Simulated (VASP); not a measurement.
## Al3Cu2: single point with PBEsol

Al3Cu2:

```
Al Cu
1.0
     4.09195    0.00000    0.00000
    -2.04598    3.54373    0.00000
     0.00000    0.00000    4.99278
Al Cu
3 2
Direct
  0.00000 0.00000 0.00000
  0.33333 0.66667 0.34993
  0.66667 0.33333 0.65007
  0.33333 0.66667 0.83951
  0.66667 0.33333 0.16049
```

| Quantity | Value |
| --- | --- |
| Program | VASP 6.6.1 |
| Task | single point |
| Functional | PBEsol |
| Potentials or basis | VASP PAW PBE potentials, release 64 (Al, Cu) |
| Cutoff | 520 eV |
| k mesh | 12 × 12 × 8 |
| Occupations | fermi-dirac, width 0.05 eV |
| Spin | no spin polarisation |
| Dipole correction | no |
| Further INCAR settings | ALGO = Fast; EDIFF = 1e-06; NBANDS = 24 |

- Pressure: 0.8 GPa
- Largest force: 0.062 eV/Å

Forces on the atoms (eV/Å):
```
Al   0.000  0.000  0.000
Al   0.000  0.000  0.032
Al   0.000  0.000 -0.032
Cu   0.000  0.000  0.062
Cu   0.000  0.000 -0.062
```

Stress tensor (GPa, compression positive):
```
0.97 0.00 0.00
0.00 0.97 0.00
0.00 0.00 0.52
```

Levels at points of the mesh, in eV from the Fermi level:
```csv
k point,band 12,band 13,band 14,band 15,band 16,band 17,band 18,band 19
"(0.00, 0.00, 0.00)",-3.69,-3.62,-0.16,-0.16,1.36,1.36,2.56,2.92
"(0.50, 0.00, 0.00)",-4.08,-3.03,-2.98,-2.56,-0.78,-0.06,0.39,3.01
"(0.00, 0.00, 0.50)",-4.16,1.21,1.21,1.35,1.35,1.80,2.44,2.44
"(0.50, 0.00, 0.50)",-4.20,-4.12,-3.52,-1.74,-0.16,0.77,0.96,5.13
```

Run time: 3 min on 1 thread of Intel(R) Xeon(R) 6975P-C (Granite Rapids), with other jobs on the host, peak memory 0.32 GiB.

Caveat: the PAW data sets were made with another functional, which shifts forces and pressure a little.
